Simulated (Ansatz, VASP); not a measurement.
## Two plane-wave programs on Y

File INCAR:

```
SYSTEM = Y
PREC     = Accurate       ! precision mode
ENCUT    = 520            ! plane-wave cutoff, eV
EDIFF    = 1E-6           ! SCF threshold, eV
ISMEAR   = -1             ! smearing method
SIGMA    = 0.1            ! smearing width, eV
LREAL    = .False.        ! projectors in reciprocal space
LASPH    = .True.         ! aspherical terms in the spheres
NELM     = 100            ! most SCF steps
ALGO     = Normal         ! electronic algorithm
ISIF     = 2              ! what is computed and relaxed
LWAVE    = .False.        ! write WAVECAR
LCHARG   = .False.        ! write CHGCAR
GGA      = PS             ! functional
NBANDS   = 12             ! bands
```

Contents of KPOINTS:

```
Automatic mesh
0
Gamma
  12 12 12
  0 0 0
```

File POSCAR:

```
Y
1.0
    0.0000000000      2.4572941900      2.4572941900
    2.4572941900      0.0000000000      2.4572941900
    2.4572941900      2.4572941900      0.0000000000
Y
1
Direct
    0.0000000000      0.0000000000      0.0000000000
```

Input for Ansatz:

```yaml
crystal:
  lattice:
    - [0.0, 2.45729419, 2.45729419]
    - [2.45729419, 0.0, 2.45729419]
    - [2.45729419, 2.45729419, 0.0]
  atoms:
    - { symbol: "Y", position: [0.0, 0.0, 0.0] }
hamiltonian:
  xc: pbesol
  pseudopotentials:
    kind: paw
    azcp:
      "Y": "pseudopotentials/Y.paw.azcp"
basis:
  ecutwfc: 420
  fft_grid_basis: typed
kpoints:
  mp_grid: { grid: [12, 12, 12], shift: [0, 0, 0] }
magnetization:
  spin_polarized: false
scf:
  occupations: { method: fermi_dirac, width: 0.1 }
  lower_state_search: "off"
output:
  stress: true
```

Alike in both runs: task single point; functional PBEsol; k mesh 12 × 12 × 12; occupations fermi-dirac, width 0.1 eV; no spin polarisation.

```csv
,VASP,Ansatz
version,VASP 6.6.1,Ansatz 0.2.0
potentials or method,"VASP PAW PBE potentials, release 64 (Y_sv), cutoff 520 eV","plane waves (420 eV) with PAW, scalar-relativistic"
valence electrons in the cell,11,11
```

VASP gave:

* pressure (GPa): 1.7

Problem. Estimate Ansatz's values.

Solution. Pressure (GPa): 1.8.

VASP's potentials were made for PBE, not for PBEsol, and Ansatz warns of the same on its side. With one functional, cell and mesh, what is left measures potentials, basis and numerics.
